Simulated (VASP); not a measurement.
# AlN (P6_3/mmc) in VASP: further runs

AlN is run at these levels: PBEsol; tasks: single point.

Everything below comes from runs of VASP 6.6.1. Logs are shortened: lines on timing, memory, paths and dates and some standing lists are left out, and cuts for length are marked.

## Step 1: The cell of the first run

Symmetry: P6_3/mmc, No. 194, hexagonal system. The conventional cell has a = 3.381 Å, b = 3.381 Å, c = 4.057 Å, α = 90.00°, β = 90.00°, γ = 120.00°. Within 2.6 Å of Al (site symmetry -6m2) lie 5 N at 1.95 to 2.03 Å. N (site symmetry -6m2) has 5 Al at 1.95 to 2.03 Å within 2.6 Å.

## Step 2: Single point, PBEsol

File INCAR:

```
SYSTEM = AlN
PREC = Accurate ; ENCUT = 520
EDIFF = 1E-6 ; ISMEAR = 0
SIGMA = 0.05 ; LREAL = .FALSE.
LASPH = .TRUE. ; NELM = 60
ALGO = Normal ; ISIF = 2
LWAVE = .FALSE. ; LCHARG = .TRUE.
GGA = PS ; LELF = .TRUE.
LVHAR = .TRUE. ; NBANDS = 16
```

File KPOINTS:

```
Automatic mesh
0
G
  9 9 6
  0 0 0
```

File POSCAR:

```
AlN
1.0
    3.3807000000      0.0000000000      0.0000000000
   -1.6903500000      2.9277720826      0.0000000000
    0.0000000000      0.0000000000      4.0572000000
Al N
2 2
Direct
    0.3333333333      0.6666666667      0.7500000000
    0.6666666667      0.3333333333      0.2500000000
    0.3333333333      0.6666666667      0.2500000000
    0.6666666667      0.3333333333      0.7500000000
```

Potentials or basis: VASP PAW PBE potentials, release 64 (Al, N).

The run is started by

```
> cat potpaw_PBE.64/Al/POTCAR potpaw_PBE.64/N/POTCAR > POTCAR
> mpirun -np 1 vasp_std > vasp.out
```

OUTCAR:

```text
SYSTEM = AlN
   PREC = Accurate
   ENCUT = 520
   EDIFF = 1E-6
   ISMEAR = 0
   LREAL = .FALSE.
   LASPH = .TRUE.
   NELM = 60
   ISIF = 2
   GGA = PS

 ion  position               nearest neighbor table
   1  0.333  0.667  0.750-   4 1.95   4 1.95   4 1.95   3 2.03   3 2.03   2 2.82   2 2.82   2 2.82
                             2 2.82   2 2.82   2 2.82
   2  0.667  0.333  0.250-   3 1.95   3 1.95   3 1.95   4 2.03   4 2.03   1 2.82   1 2.82   1 2.82
                             1 2.82   1 2.82   1 2.82
   3  0.333  0.667  0.250-   2 1.95   2 1.95   2 1.95   1 2.03   1 2.03
   4  0.667  0.333  0.750-   1 1.95   1 1.95   1 1.95   2 2.03   2 2.03

  LATTYP: Found a hexagonal cell.
 ALAT       =     3.3807000000
 C/A-ratio  =     1.2001064868

  Lattice vectors:

 A1 = (   3.3807000000,   0.0000000000,   0.0000000000)
 A2 = (  -1.6903500000,   2.9277720826,   0.0000000000)
 A3 = (   0.0000000000,   0.0000000000,   4.0572000000)

Analysis of symmetry for initial positions (statically):
=====================================================================
 Subroutine PRICEL returns:
 Original cell was already a primitive cell.

 Routine SETGRP: Setting up the symmetry group for a
 hexagonal supercell.

 Subroutine GETGRP returns: Found 24 space group operations
 (whereof 12 operations were pure point group operations)
 out of a pool of 24 trial point group operations.

The static configuration has the point symmetry D_3d.
 The point group associated with its full space group is D_6h.

Analysis of symmetry for dynamics (positions and initial velocities):
=====================================================================
 Subroutine PRICEL returns:
 Original cell was already a primitive cell.

 Routine SETGRP: Setting up the symmetry group for a
 hexagonal supercell.

 Subroutine GETGRP returns: Found 24 space group operations
 (whereof 12 operations were pure point group operations)
 out of a pool of 24 trial point group operations.

The dynamic configuration has the point symmetry D_3d.
 The point group associated with its full space group is D_6h.

 Subroutine INISYM returns: Found 24 space group operations
 (whereof 12 operations are pure point group operations),
 and found     1 'primitive' translations

----------------------------------------------------------------------------------------

                                     Primitive cell

  volume of cell :      40.1578

  direct lattice vectors                    reciprocal lattice vectors
     3.380700000  0.000000000  0.000000000     0.295796728  0.170778321  0.000000000
    -1.690350000  2.927772083  0.000000000     0.000000000  0.341556642  0.000000000
     0.000000000  0.000000000  4.057200000     0.000000000  0.000000000  0.246475402

  length of vectors
     3.380700000  3.380700000  4.057200000     0.341556642  0.341556642  0.246475402

  position of ions in fractional coordinates (direct lattice)
     0.333333333  0.666666667  0.750000000
     0.666666667  0.333333333  0.250000000
     0.333333333  0.666666667  0.250000000
     0.666666667  0.333333333  0.750000000

  ion indices of the primitive-cell ions
   primitive index   ion index
                 1           1
                 2           2
                 3           3
                 4           4

----------------------------------------------------------------------------------------

 KPOINTS: Automatic mesh

Automatic generation of k-mesh.
 Grid dimensions read from file:
 generate k-points for:    9    9    6

 Generating k-lattice:

  Cartesian coordinates                     Fractional coordinates (reciprocal lattice)
     0.032866303  0.018975369  0.000000000     0.111111111  0.000000000  0.000000000
     0.000000000  0.037950738  0.000000000     0.000000000  0.111111111  0.000000000
     0.000000000  0.000000000  0.041079234     0.000000000  0.000000000  0.166666667

  Length of vectors
     0.037950738  0.037950738  0.041079234

  Shift w.r.t. Gamma in fractional coordinates (k-lattice)
     0.000000000  0.000000000  0.000000000

 Subroutine IBZKPT returns following result:
 ===========================================

 Found     48 irreducible k-points:

 Following reciprocal coordinates:
            Coordinates               Weight
  0.000000  0.000000  0.000000      1.000000
  0.111111 -0.000000  0.000000      6.000000
  0.222222  0.000000  0.000000      6.000000
  0.333333  0.000000  0.000000      6.000000
  0.444444  0.000000  0.000000      6.000000
  0.111111  0.111111  0.000000      6.000000
[... 16 lines left out ...]
  0.333333  0.222222  0.166667     24.000000
  0.333333  0.333333  0.166667      4.000000
 [... further k-points ...]
   k-points           NKPTS =     48   k-points in BZ     NKDIM =     48   number of bands    NBANDS=     16
   number of dos      NEDOS =    301   number of ions     NIONS =      4
   total plane-waves  NPLWV =  23520
   dimension x,y,z NGX =    28 NGY =   28 NGZ =   30
   dimension x,y,z NGXF=    56 NGYF=   56 NGZF=   60
   ions per type =               2   2
   NGX,Y,Z   is equivalent  to a cutoff of  13.77, 13.77, 12.29 a.u.
   NGXF,Y,Z  is equivalent  to a cutoff of  27.54, 27.54, 24.59 a.u.
 SYSTEM =  AlN
   PREC   = accura    normal or accurate (medium, high low for compatibility)
   ISTART =      0    job   : 0-new  1-cont  2-samecut
   ICHARG =      2    charge: 1-file 2-atom 10-const
   ISPIN  =      1    spin polarized calculation?
   LNONCOLLINEAR =      F non collinear calculations
   LSORBIT =      F    spin-orbit coupling
   LASPH  =      T    aspherical Exc in radial PAW
   ENCUT  =  520.0 eV  38.22 Ry    6.18 a.u.   6.29  6.29  7.54*2*pi/ulx,y,z
   NELM   =     60;   NELMIN=  2; NELMDL= -5     # of ELM steps
   EDIFF  = 0.1E-05   stopping-criterion for ELM
   LREAL  =      F    real-space projection
   EDIFFG = 0.1E-04   stopping-criterion for IOM
   NSW    =      0    number of steps for IOM
   IBRION =     -1    ionic relax: 0-MD 1-quasi-New 2-CG
   NFREE  =      0    steps in history (QN), initial steepest desc. (CG)
   ISIF   =      2    stress and relaxation
   ISYM   =      2    0-nonsym 1-usesym 2-fastsym
   POTIM  = 0.5000    time-step for ionic-motion
   TEBEG  =    0.0;   TEEND  =   0.0 temperature during run
   PSTRESS=    0.0 pullay stress
   NELECT =      16.0000    total number of electrons
   NUPDOWN=      -1.0000    fix difference up-down
   EMIN   =  10.00;   EMAX   =-10.00  energy-range for DOS
   EFERMI =   0.00;   METHOD = LEGACY
   ISMEAR =     0;   SIGMA  =   0.05  broadening in eV -4-tet -1-fermi 0-gaus
   EFERMI_NEDOS =   21; number of points for ismear=-14 and -15
   IALGO  =     38    algorithm
   IMIX   =      4    mixing-type and parameters
     AMIX     =   0.40;   BMIX     =  1.00
     AMIX_MAG =   1.60;   BMIX_MAG =  1.00
  volume/ion in A,a.u.               =      10.04        67.75
  Fermi-wavevector in a.u.,A,eV,Ry     =   1.204642  2.276444 19.744267  1.451163
  Thomas-Fermi vector in A             =   2.340361
   LORBIT       =      0    0 simple, 1 ext, 2 COOP (PROOUT), +10 PAW based schemes
   GGA     = PS    functional components
   LHFCALC =     F    Hartree Fock is set to
   AEXX    =    0.0000 exact exchange contribution
   IVDW    =     0    specifies the selected vdW correction
   LEPSILON=     F    determine dielectric tensor
   LRPA    =     F    only Hartree local field effects (RPA)
 non-spin polarized calculation
 Gauss-broadening in eV      SIGMA  =   0.05
  energy-cutoff  :      520.00
  volume of cell :       40.16
 maximum number of plane-waves:      1108
 NGX is ok and might be reduce to    28
   NGX = 13   NGY = 13   NGZ = 15

 number of electron      16.0000000 magnetization

 Free energy of the ion-electron system (eV)
  ---------------------------------------------------
  ext. energy  EPLUGINS =         0.00000000
  ---------------------------------------------------
  free energy    TOTEN  =       -30.89161542 eV

  energy without entropy =      -30.89161542  energy(sigma->0) =      -30.89161542

 E-fermi :   7.7341     XC(G=0): -11.3009

 val. band max:        7.5059066233   @ k =   0.0000   0.0000   0.0000
 cond. band min:      10.7793248181   @ k =   0.0000   0.0000   0.0000
 fundamental gap:      3.2734181948
 Fermi energy:         7.7340536488

 k-point     1 :       0.0000    0.0000    0.0000
  band No.  band energies     occupation
      1      -8.9820      2.00000
      2      -5.0957      2.00000
      3       0.9780      2.00000
      4       4.3124      2.00000
      5       4.3124      2.00000
      6       6.2376      2.00000
[... 8 lines left out ...]
     15      19.2884      0.00000
     16      19.2884      0.00000

 k-point     2 :       0.1111   -0.0000    0.0000
  band No.  band energies     occupation
      1      -8.8475      2.00000
      2      -5.1168      2.00000
      3       1.1196      2.00000
      4       3.8607      2.00000
      5       4.1119      2.00000
      6       5.7581      2.00000
[... 8 lines left out ...]
     15      18.7607      0.00000
     16      19.1779      0.00000

 k-point     3 :       0.2222    0.0000    0.0000
  band No.  band energies     occupation
      1      -8.4613      2.00000
      2      -5.2198      2.00000
      3       1.5316      2.00000
      4       2.8816      2.00000
      5       3.7032      2.00000
      6       4.9222      2.00000
[... 8 lines left out ...]
     15      17.9246      0.00000
     16      20.0508      0.00000
[... 362 lines left out ...]
 k-point    23 :       0.3333    0.2222    0.1667
  band No.  band energies     occupation
      1      -6.8917      2.00000
      2      -6.0600      2.00000
      3       1.2185      2.00000
      4       1.9450      2.00000
      5       2.7308      2.00000
      6       4.6141      2.00000
[... 8 lines left out ...]
     15      19.3835      0.00000
     16      20.8217      0.00000

 k-point    24 :       0.3333    0.3333    0.1667
  band No.  band energies     occupation
      1      -6.4334      2.00000
      2      -6.4334      2.00000
      3       1.1885      2.00000
      4       2.1945      2.00000
      5       2.1945      2.00000
      6       5.0636      2.00000
[... 8 lines left out ...]
     15      18.9740      0.00000
     16      20.8200      0.00000

 [... further k-points ...]

------------------------ aborting loop because EDIFF is reached ----------------------------------------

  FORCE on cell =-STRESS in cart. coord.  units (eV):
  Direction    XX          YY          ZZ          XY          YZ          ZX
  --------------------------------------------------------------------------------------
  -------------------------------------------------------------------------------------
  Total       -2.2150847     -2.2150847      0.0273801      0.0000000      0.0000000      0.0000000
  in kB      -88.3752412    -88.3752412      1.0923831      0.0000000      0.0000000      0.0000000
  external PRESSURE =     -58.5526997 kB  Pullay stress =       0.0000000 kB

 VOLUME and BASIS-vectors are now :
 -----------------------------------------------------------------------------
  energy-cutoff  :      520.00
  volume of cell :       40.16
      direct lattice vectors                 reciprocal lattice vectors
     3.380700000  0.000000000  0.000000000     0.295796728  0.170778321  0.000000000
    -1.690350000  2.927772083  0.000000000     0.000000000  0.341556642  0.000000000
     0.000000000  0.000000000  4.057200000     0.000000000  0.000000000  0.246475402

 POSITION                                       TOTAL-FORCE (eV/Angst)
 -----------------------------------------------------------------------------------
     -0.00000      1.95185      3.04290        -0.000000      0.000000      0.000000
      1.69035      0.97592      1.01430        -0.000000     -0.000000      0.000000
     -0.00000      1.95185      1.01430        -0.000000      0.000000      0.000000
      1.69035      0.97592      3.04290         0.000000     -0.000000      0.000000
 -----------------------------------------------------------------------------------
    total drift:                               -0.000000      0.000000      0.000000

  FREE ENERGIE OF THE ION-ELECTRON SYSTEM (eV)
  ---------------------------------------------------
  free  energy   TOTEN  =       -30.8916154180 eV

  energy  without entropy=      -30.8916154180  energy(sigma->0) =      -30.89161542
```

Wall time 21 s (1 thread of Intel Xeon 6975P-C, shared host); peak memory 0.17 GiB.

Results:

- Free energy: -30.8916 eV
- Pressure: -5.9 GPa
- Band gap on the k mesh: 3.27 eV, direct

Levels at points of the mesh, in eV from the valence-band top:
| k point | band 4 | band 5 | band 6 | band 7 | band 8 | band 9 | band 10 | band 11 | band 12 | band 13 |
| --- | --- | --- | --- | --- | --- | --- | --- | --- | --- | --- |
| (0.00, 0.00, 0.00) | -3.19 | -3.19 | -1.27 | -1.27 | 0.00 | 3.27 | 4.32 | 8.05 | 8.05 | 11.35 |
| (0.00, 0.00, 0.50) | -3.56 | -2.27 | -2.27 | -2.27 | -2.27 | 5.70 | 5.70 | 8.15 | 8.15 | 8.15 |

Caveat: the PAW data sets were made with another functional, which shifts forces and pressure a little. As with any semilocal functional, this PBEsol gap is likely too small.

(Part 1 of 2 ends here.)
